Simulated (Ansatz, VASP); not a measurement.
**P: VASP beside Ansatz**

```
CELL_PARAMETERS angstrom
2.40746 0.00000 0.00000
0.00000 2.40746 0.00000
0.00000 0.00000 2.40746
ATOMIC_POSITIONS crystal
P 0.00000 0.00000 0.00000
```

Alike in both runs: task single point; functional LDA; k mesh 15 × 15 × 15; occupations fermi-dirac, width 0.1 eV; no spin polarisation.

|  | VASP | Ansatz |
| --- | --- | --- |
| version | VASP 6.6.1 | Ansatz 0.2.0 |
| potentials or method | VASP PAW LDA potentials, release 64 (P), cutoff 520 eV | plane waves (420 eV) with PAW, scalar-relativistic |
| valence electrons in the cell | 5 | 5 |

```csv
,VASP,Ansatz,Ansatz less VASP
pressure (GPa),0.8,1.0,+0.18
```

Ansatz warns that its potentials were made for another functional, while VASP's fit it. LDA's correlation is that of Perdew and Zunger in VASP and of Perdew and Wang (1992) in Ansatz.
